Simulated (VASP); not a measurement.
# TiAl3 (P4mm) in VASP: a series of runs

The runs below take TiAl3 through single point, with r2SCAN.

Program: VASP 6.6.1. These are calculated values, not measurements. Logs are shortened: lines on timing, memory, paths and dates and some standing lists are left out, and cuts for length are marked.

### 1 The cell of the first run

It takes space group P4mm (No. 99, tetragonal). The conventional cell has a = 3.956 Å, b = 3.956 Å, c = 12.867 Å, α = 90.00°, β = 90.00°, γ = 90.00°. Ti (site symmetry 4mm) has 12 Al at 2.80 to 3.57 Å within 3.7 Å. Ti (site symmetry 4mm) has 12 Al at 2.80 Å within 3.7 Å. Within 3.7 Å of Ti (site symmetry 4mm) lie 12 Al at 2.80 Å. Within 3.7 Å of Al (site symmetry 2mm) lie 4 Ti at 2.80 to 3.57 Å and 8 Al at 2.80 to 3.57 Å. Within 3.7 Å of Al (site symmetry 2mm) lie 4 Ti at 2.80 Å and 8 Al at 2.80 Å. Al (site symmetry 2mm) has 4 Ti at 2.80 Å and 8 Al at 2.80 Å within 3.7 Å. Within 3.7 Å of Al (site symmetry 4mm) lie 8 Al at 2.80 to 3.57 Å and 4 Ti at 2.80 Å. Al (site symmetry 4mm) has 8 Al at 2.80 Å and 4 Ti at 2.80 Å within 3.7 Å.

### 2 Single point, r2SCAN (the distance across one plane changed)

POSCAR reads:

```
TiAl3
1.0
    0.0000000000     -3.9556712500      0.0000000000
    0.0000000000      0.0000000000     -3.9556712500
   12.8670137500      0.0000000000      0.0000000000
Ti Al
3 9
Direct
    0.0000000000      0.0000000000      0.8454096938
    0.0000000000      0.0000000000      0.2305551009
    0.0000000000      0.0000000000      0.5379823973
    0.5000000000      0.0000000000      0.0768414527
    0.5000000000      0.0000000000      0.3842687491
    0.5000000000      0.0000000000      0.6916960456
    0.0000000000      0.5000000000      0.0768414527
    0.0000000000      0.5000000000      0.3842687491
    0.0000000000      0.5000000000      0.6916960456
    0.5000000000      0.5000000000      0.8454096938
    0.5000000000      0.5000000000      0.2305551009
    0.5000000000      0.5000000000      0.5379823973
```

INCAR.step1 reads:

```
PREC = Accurate ; ENCUT = 520
ISMEAR = 0 ; SIGMA = 0.15
LREAL = False ; LASPH = True
NELM = 60 ; NBANDS = 44
GGA = PE ; ALGO = Normal
EDIFF = 1E-4 ; LWAVE = True
LCHARG = False
```

INCAR.step2 reads:

```
PREC = Accurate ; ENCUT = 520
EDIFF = 1E-6 ; ISMEAR = 0
SIGMA = 0.15 ; LREAL = False
LASPH = True ; NELM = 60
ALGO = Normal ; ISIF = 2
LWAVE = False ; LCHARG = False
METAGGA = R2SCAN ; LMIXTAU = True
NBANDS = 44 ; ISTART = 1
```

KPOINTS reads:

```
regular mesh
0
Gamma
  12 12 4
```

Potentials or basis: VASP PAW PBE potentials, release 64 (Ti_sv, Al).

Launch:

```console
cat potpaw_PBE.64/Ti_sv/POTCAR potpaw_PBE.64/Al/POTCAR > POTCAR
cp INCAR.step1 INCAR
mpirun -np 1 vasp_std > vasp.out
cp INCAR.step2 INCAR
mpirun -np 1 vasp_std > vasp.out
```

OUTCAR:

```text
PREC = Accurate
   ENCUT = 520
   EDIFF = 1E-6
   ISMEAR = 0
   LREAL = False
   LASPH = True
   NELM = 60
   ISIF = 2
   METAGGA = R2SCAN
   ISTART = 1

 ion  position               nearest neighbor table
   1  0.000  0.000  0.845-   6 2.80   9 2.80   9 2.80   6 2.80  10 2.80  10 2.80  10 2.80  10 2.80

   2  0.000  0.000  0.231-   4 2.80   7 2.80   7 2.80   4 2.80   5 2.80   8 2.80   8 2.80   5 2.80
                            11 2.80  11 2.80  11 2.80  11 2.80
   3  0.000  0.000  0.538-   5 2.80   8 2.80   8 2.80   5 2.80  12 2.80  12 2.80  12 2.80  12 2.80
                             9 2.80   6 2.80   9 2.80   6 2.80
   4  0.500  0.000  0.077-   2 2.80  11 2.80  11 2.80   2 2.80   7 2.80   7 2.80   7 2.80   7 2.80
[... 13 lines left out ...]
  11  0.500  0.500  0.231-   4 2.80   7 2.80   4 2.80   7 2.80   5 2.80   5 2.80   8 2.80   8 2.80
                             2 2.80   2 2.80   2 2.80   2 2.80
  12  0.500  0.500  0.538-   5 2.80   8 2.80   5 2.80   8 2.80   3 2.80   3 2.80   3 2.80   3 2.80
                             6 2.80   9 2.80   9 2.80   6 2.80

  LATTYP: Found a simple tetragonal cell.
 ALAT       =     3.9556712500
 C/A-ratio  =     3.2528015947

  Lattice vectors:

 A1 = (   0.0000000000,  -3.9556712500,   0.0000000000)
 A2 = (   0.0000000000,   0.0000000000,  -3.9556712500)
 A3 = (  12.8670137500,   0.0000000000,   0.0000000000)

Analysis of symmetry for initial positions (statically):
=====================================================================
 Subroutine PRICEL returns:
 Original cell was already a primitive cell.

 Routine SETGRP: Setting up the symmetry group for a
 simple tetragonal supercell.

 Subroutine GETGRP returns: Found  8 space group operations
 (whereof  8 operations were pure point group operations)
 out of a pool of 16 trial point group operations.

The static configuration has the point symmetry C_4v.

Analysis of symmetry for dynamics (positions and initial velocities):
=====================================================================
 Subroutine PRICEL returns:
 Original cell was already a primitive cell.

 Routine SETGRP: Setting up the symmetry group for a
 simple tetragonal supercell.

 Subroutine GETGRP returns: Found  8 space group operations
 (whereof  8 operations were pure point group operations)
 out of a pool of 16 trial point group operations.

The dynamic configuration has the point symmetry C_4v.

 Subroutine INISYM returns: Found  8 space group operations
 (whereof  8 operations are pure point group operations),
 and found     1 'primitive' translations

----------------------------------------------------------------------------------------

                                     Primitive cell

  volume of cell :     201.3345

  direct lattice vectors                    reciprocal lattice vectors
     0.000000000 -3.955671250  0.000000000     0.000000000 -0.252801595  0.000000000
     0.000000000  0.000000000 -3.955671250     0.000000000  0.000000000 -0.252801595
    12.867013750  0.000000000  0.000000000     0.077718111  0.000000000  0.000000000

  length of vectors
     3.955671250  3.955671250 12.867013750     0.252801595  0.252801595  0.077718111

  position of ions in fractional coordinates (direct lattice)
     0.000000000  0.000000000  0.845409694
     0.000000000  0.000000000  0.230555101
     0.000000000  0.000000000  0.537982397
     0.500000000  0.000000000  0.076841453
     0.500000000  0.000000000  0.384268749
     0.500000000  0.000000000  0.691696046
     0.000000000  0.500000000  0.076841453
     0.000000000  0.500000000  0.384268749
     0.000000000  0.500000000  0.691696046
     0.500000000  0.500000000  0.845409694
     0.500000000  0.500000000  0.230555101
     0.500000000  0.500000000  0.537982397

  ion indices of the primitive-cell ions
   primitive index   ion index
                 1           1
                 2           2
                 3           3
                 4           4
                 5           5
                 6           6
                 7           7
                 8           8
                 9           9
                10          10
                11          11
                12          12

----------------------------------------------------------------------------------------

 KPOINTS: regular mesh

Automatic generation of k-mesh.
 Grid dimensions read from file:
 generate k-points for:   12   12    4

 Generating k-lattice:

  Cartesian coordinates                     Fractional coordinates (reciprocal lattice)
     0.000000000 -0.021066800  0.000000000     0.083333333  0.000000000  0.000000000
     0.000000000  0.000000000 -0.021066800     0.000000000  0.083333333  0.000000000
     0.019429528  0.000000000  0.000000000     0.000000000  0.000000000  0.250000000

  Length of vectors
     0.021066800  0.021066800  0.019429528

  Shift w.r.t. Gamma in fractional coordinates (k-lattice)
     0.000000000  0.000000000  0.000000000

 Subroutine IBZKPT returns following result:
 ===========================================

 Found     84 irreducible k-points:

 Following reciprocal coordinates:
            Coordinates               Weight
  0.000000  0.000000  0.000000      1.000000
  0.083333  0.000000  0.000000      4.000000
  0.166667  0.000000  0.000000      4.000000
  0.250000  0.000000  0.000000      4.000000
  0.333333  0.000000  0.000000      4.000000
  0.416667  0.000000  0.000000      4.000000
[... 16 lines left out ...]
  0.333333  0.333333  0.000000      4.000000
  0.416667  0.333333  0.000000      8.000000
 [... further k-points ...]
   k-points           NKPTS =     84   k-points in BZ     NKDIM =     84   number of bands    NBANDS=     44
   number of dos      NEDOS =    301   number of ions     NIONS =     12
   total plane-waves  NPLWV =  86400
   dimension x,y,z NGX =    30 NGY =   30 NGZ =   96
   dimension x,y,z NGXF=    60 NGYF=   60 NGZF=  192
   ions per type =               3   9
   NGX,Y,Z   is equivalent  to a cutoff of  12.61, 12.61, 12.40 a.u.
   NGXF,Y,Z  is equivalent  to a cutoff of  25.22, 25.22, 24.81 a.u.
 SYSTEM =  unknown system
   PREC   = accura    normal or accurate (medium, high low for compatibility)
   ISTART =      1    job   : 0-new  1-cont  2-samecut
   ICHARG =      0    charge: 1-file 2-atom 10-const
   ISPIN  =      1    spin polarized calculation?
   LNONCOLLINEAR =      F non collinear calculations
   LSORBIT =      F    spin-orbit coupling
   LASPH  =      T    aspherical Exc in radial PAW
   ENCUT  =  520.0 eV  38.22 Ry    6.18 a.u.   7.35  7.35 23.92*2*pi/ulx,y,z
   NELM   =     60;   NELMIN=  2; NELMDL=  0     # of ELM steps
   EDIFF  = 0.1E-05   stopping-criterion for ELM
   LREAL  =      F    real-space projection
   EDIFFG = 0.1E-04   stopping-criterion for IOM
   NSW    =      0    number of steps for IOM
   IBRION =     -1    ionic relax: 0-MD 1-quasi-New 2-CG
   NFREE  =      0    steps in history (QN), initial steepest desc. (CG)
   ISIF   =      2    stress and relaxation
   ISYM   =      2    0-nonsym 1-usesym 2-fastsym
   POTIM  = 0.5000    time-step for ionic-motion
   TEBEG  =    0.0;   TEEND  =   0.0 temperature during run
   PSTRESS=    0.0 pullay stress
   NELECT =      63.0000    total number of electrons
   NUPDOWN=      -1.0000    fix difference up-down
   EMIN   =  10.00;   EMAX   =-10.00  energy-range for DOS
   EFERMI =   0.00;   METHOD = LEGACY
   ISMEAR =     0;   SIGMA  =   0.15  broadening in eV -4-tet -1-fermi 0-gaus
   EFERMI_NEDOS =   21; number of points for ismear=-14 and -15
   IALGO  =     38    algorithm
   IMIX   =      4    mixing-type and parameters
     AMIX     =   0.40;   BMIX     =  1.00
     AMIX_MAG =   1.60;   BMIX_MAG =  1.00
  volume/ion in A,a.u.               =      16.78       113.22
  Fermi-wavevector in a.u.,A,eV,Ry     =   1.111430  2.100299 16.806973  1.235278
  Thomas-Fermi vector in A             =   2.247993
   LORBIT       =      0    0 simple, 1 ext, 2 COOP (PROOUT), +10 PAW based schemes
   METAGGA = R2SCAN    functional components
   LHFCALC =     F    Hartree Fock is set to
   AEXX    =    0.0000 exact exchange contribution
   IVDW    =     0    specifies the selected vdW correction
   LEPSILON=     F    determine dielectric tensor
   LRPA    =     F    only Hartree local field effects (RPA)
 non-spin polarized calculation
 Gauss-broadening in eV      SIGMA  =   0.15
  energy-cutoff  :      520.00
  volume of cell :      201.33
 maximum number of plane-waves:      5496
 NGX is ok and might be reduce to    30
   NGX = 15   NGY = 15   NGZ = 47

 number of electron      62.9999988 magnetization

 Free energy of the ion-electron system (eV)
  ---------------------------------------------------
  ext. energy  EPLUGINS =         0.00000000
  ---------------------------------------------------
  free energy    TOTEN  =      -102.70155460 eV

  energy without entropy =     -102.62596747  energy(sigma->0) =     -102.66376104

 E-fermi :   8.1300     XC(G=0): -11.1974

 val. band max:        8.1297682918   @ k =   0.0833   0.0000   0.0000
 cond. band min:       8.1356099886   @ k =   0.5000   0.0000   0.2500
 fundamental gap:      0.0058416968
 Fermi energy:         8.1300119198

 k-point     1 :       0.0000    0.0000    0.0000
  band No.  band energies     occupation
      1     -51.3983      2.00000
      2     -51.2111      2.00000
      3     -51.1611      2.00000
      4     -26.7433      2.00000
      5     -26.5739      2.00000
      6     -26.5739      2.00000
[... 1093 lines left out ...]
     42       9.9305      0.00000
     43      10.1665      0.00000

 [... further k-points ...]

 [bands above 43 left out]

------------------------ aborting loop because EDIFF is reached ----------------------------------------

  FORCE on cell =-STRESS in cart. coord.  units (eV):
  Direction    XX          YY          ZZ          XY          YZ          ZX
  --------------------------------------------------------------------------------------
  -------------------------------------------------------------------------------------
  Total       -5.4735447     -3.2176671     -3.2176671      0.0000000      0.0000000      0.0000000
  in kB      -43.5573158    -25.6055168    -25.6055168      0.0000000      0.0000000      0.0000000
  external PRESSURE =     -31.5894498 kB  Pullay stress =       0.0000000 kB

 VOLUME and BASIS-vectors are now :
 -----------------------------------------------------------------------------
  energy-cutoff  :      520.00
  volume of cell :      201.33
      direct lattice vectors                 reciprocal lattice vectors
     0.000000000 -3.955671250  0.000000000     0.000000000 -0.252801595  0.000000000
     0.000000000  0.000000000 -3.955671250     0.000000000  0.000000000 -0.252801595
    12.867013750  0.000000000  0.000000000     0.077718111  0.000000000  0.000000000

 POSITION                                       TOTAL-FORCE (eV/Angst)
 -----------------------------------------------------------------------------------
     10.87790      0.00000      0.00000         0.570229     -0.000000      0.000000
      2.96656      0.00000      0.00000         0.404868      0.000000     -0.000000
      6.92223      0.00000      0.00000         0.006835     -0.000000      0.000000
      0.98872     -1.97784      0.00000        -0.982110      0.000000     -0.000000
      4.94439     -1.97784      0.00000        -0.035211      0.000000      0.000000
      8.90006     -1.97784      0.00000         0.229325      0.000000      0.000000
      0.98872      0.00000     -1.97784        -0.982110      0.000000     -0.000000
      4.94439      0.00000     -1.97784        -0.035211      0.000000      0.000000
      8.90006      0.00000     -1.97784         0.229325      0.000000     -0.000000
     10.87790     -1.97784     -1.97784         0.933157      0.000000      0.000000
      2.96656     -1.97784     -1.97784        -0.335318      0.000000      0.000000
      6.92223     -1.97784     -1.97784        -0.003776      0.000000     -0.000000
 -----------------------------------------------------------------------------------
    total drift:                               -0.000412      0.000000      0.000000

  FREE ENERGIE OF THE ION-ELECTRON SYSTEM (eV)
  ---------------------------------------------------
  free  energy   TOTEN  =      -102.7015546041 eV

  energy  without entropy=     -102.6259674708  energy(sigma->0) =     -102.66376104
```

Run time: 69 min. Hardware: 1 thread of Oxide Virtual Turin-like, shared host; peak memory 0.66 GiB.

Results:

| Property | Result |
| --- | --- |
| Free energy | -102.7016 eV |
| Pressure | -3.2 GPa |
| Largest force | 0.982 eV/Å |
| Band gap on the k mesh | zero (an odd number of electrons rules out a gap without spin polarisation) |

Forces on the atoms (eV/Å):
```
Ti   0.570  0.000  0.000
Ti   0.405  0.000  0.000
Ti   0.007  0.000  0.000
Al  -0.982  0.000  0.000
Al  -0.035  0.000  0.000
Al   0.229  0.000  0.000
Al  -0.982  0.000  0.000
Al  -0.035  0.000  0.000
Al   0.229  0.000  0.000
Al   0.933  0.000  0.000
Al  -0.335  0.000  0.000
Al  -0.004  0.000  0.000
```

Caveat: the cell differs from its parent crystal (the distance across one plane changed); the cell stands under tension; the PAW data sets were made with another functional, which shifts forces and pressure a little.

### 3 Single point, r2SCAN (the distance across one plane changed)

POSCAR reads:

```
TiAl3
1.0
    0.0000000000     -3.9556712500      0.0000000000
    0.0000000000      0.0000000000     -3.9556712500
   14.8670137500      0.0000000000      0.0000000000
Ti Al
3 9
Direct
    0.0000000000      0.0000000000      0.7316801031
    0.0000000000      0.0000000000      0.1995394438
    0.0000000000      0.0000000000      0.4656097734
    0.5000000000      0.0000000000      0.0665042789
    0.5000000000      0.0000000000      0.3325746086
    0.5000000000      0.0000000000      0.5986449383
    0.0000000000      0.5000000000      0.0665042789
    0.0000000000      0.5000000000      0.3325746086
    0.0000000000      0.5000000000      0.5986449383
    0.5000000000      0.5000000000      0.7316801031
    0.5000000000      0.5000000000      0.1995394438
    0.5000000000      0.5000000000      0.4656097734
```

INCAR.step1 reads:

```
SYSTEM = TiAl3
PREC     = Accurate       ! precision mode
ENCUT    = 520            ! plane-wave cutoff, eV
ISMEAR   = 0              ! smearing method
SIGMA    = 0.15           ! smearing width, eV
LREAL    = .FALSE.        ! projectors in reciprocal space
LASPH    = .TRUE.         ! aspherical terms in the spheres
NELM     = 100            ! most SCF steps
NBANDS   = 44             ! bands
GGA      = PE             ! functional
ALGO     = Normal         ! electronic algorithm
EDIFF    = 1E-4           ! SCF threshold, eV
LWAVE    = .TRUE.         ! write WAVECAR
LCHARG   = .FALSE.        ! write CHGCAR
KPAR     = 4
```

INCAR.step2 reads:

```
SYSTEM = TiAl3
PREC     = Accurate       ! precision mode
ENCUT    = 520            ! plane-wave cutoff, eV
EDIFF    = 1E-6           ! SCF threshold, eV
ISMEAR   = 0              ! smearing method
SIGMA    = 0.15           ! smearing width, eV
LREAL    = .FALSE.        ! projectors in reciprocal space
LASPH    = .TRUE.         ! aspherical terms in the spheres
NELM     = 100            ! most SCF steps
ALGO     = Normal         ! electronic algorithm
ISIF     = 2              ! what is computed and relaxed
LWAVE    = .FALSE.        ! write WAVECAR
LCHARG   = .FALSE.        ! write CHGCAR
METAGGA  = R2SCAN         ! meta-GGA
LMIXTAU  = .TRUE.       
NBANDS   = 44             ! bands
ISTART   = 1            
KPAR     = 4
```

KPOINTS reads:

```
regular mesh
0
G
  12 12 4
  0 0 0
```

Potentials or basis: VASP PAW PBE potentials, release 64 (Ti_sv, Al).

Launch:

```console
cat potpaw_PBE.64/Ti_sv/POTCAR potpaw_PBE.64/Al/POTCAR > POTCAR
cp INCAR.step1 INCAR
mpirun -np 4 vasp_std > vasp.out
cp INCAR.step2 INCAR
mpirun -np 4 vasp_std > vasp.out
```

Wall time 26 min (4 MPI ranks of Oxide Virtual Turin-like, shared host); peak memory 0.78 GiB.

It converged, with:

```yaml
Free_energy: -101.3427 eV
Pressure: -2.1 GPa
Largest_force: 1.024 eV/Å
Band_gap_on_the_k_mesh: zero (an odd number of electrons rules out a gap without spin polarisation)
```

Forces on the atoms (eV/Å):
```
Ti  -1.024  0.000  0.000
Ti   0.278  0.000  0.000
Ti  -0.062  0.000  0.000
Al  -0.204  0.000  0.000
Al  -0.010  0.000  0.000
Al   0.377  0.000  0.000
Al  -0.204  0.000  0.000
Al  -0.010  0.000  0.000
Al   0.377  0.000  0.000
Al   0.617  0.000  0.000
Al  -0.115  0.000  0.000
Al  -0.020  0.000  0.000
```

Stress tensor (GPa, compression positive):
```
-0.23  0.00  0.00
 0.00 -3.02  0.00
 0.00  0.00 -3.02
```

Levels at points of the mesh, in eV from the Fermi level:
| k point | band 30 | band 31 | band 32 | band 33 | band 34 | band 35 |
| --- | --- | --- | --- | --- | --- | --- |
| (0.00, 0.00, 0.00) | -0.59 | 0.22 | 0.27 | 0.27 | 0.36 | 0.52 |
| (0.50, 0.00, 0.00) | -0.54 | 0.30 | 0.51 | 0.69 | 0.76 | 0.99 |
| (0.50, 0.50, 0.00) | -2.04 | -0.17 | -0.13 | -0.13 | 0.18 | 0.18 |
| (0.00, 0.00, 0.50) | -0.24 | 0.22 | 0.27 | 0.27 | 0.36 | 0.51 |
| (0.50, 0.00, 0.50) | -0.54 | 0.29 | 0.51 | 0.65 | 0.76 | 0.99 |
| (0.50, 0.50, 0.50) | -2.01 | -0.29 | -0.20 | -0.20 | 0.24 | 0.24 |

Caveat: the cell differs from its parent crystal (the distance across one plane changed); the PAW data sets were made with another functional, which shifts forces and pressure a little.
